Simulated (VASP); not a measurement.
Sr, 2 atoms in the cell. It takes space group P6_3/mmc (No. 194, hexagonal). Conventional cell: a = 4.181 Å, b = 4.181 Å, c = 6.838 Å, α = 90.00°, β = 90.00°, γ = 120.00°. Within 5.5 Å of Sr (site symmetry -6m2) lie 12 Sr at 4.18 to 4.19 Å. This isn't the form of Sr at room conditions, which is fcc. This cell differs from its parent crystal: strain -0.030 along x and y, -0.030 along z.

- Program: VASP 6.6.1
- Task: single point
- Functional: r2SCAN
- Potentials or basis: VASP PAW PBE potentials, release 64 (Sr_sv)
- Cutoff: 520 eV
- k mesh: 12 × 12 × 8
- Occupations: gaussian, width 0.15 eV
- Spin: no spin polarisation
- Dipole correction: no
- Further INCAR settings: ALGO = Normal; EDIFF = 1e-06; NBANDS = 17

Potentials or basis: VASP PAW PBE potentials, release 64 (Sr_sv).

Launch:

```console
$ cat potpaw_PBE.64/Sr_sv/POTCAR > POTCAR
$ cp INCAR.step1 INCAR
$ mpirun -np 1 vasp_std > vasp.out
$ cp INCAR.step2 INCAR
$ mpirun -np 1 vasp_std > vasp.out
```

Hardware: 1 thread of AMD EPYC 9R45 96-Core Processor (Zen 5), on a shared host.

Estimate the wall time of this run.

It took 4.6 min on 1 thread of AMD EPYC 9R45 96-Core Processor (Zen 5), with other jobs on the host, peak memory 0.3 GiB. Counts: k points 95.
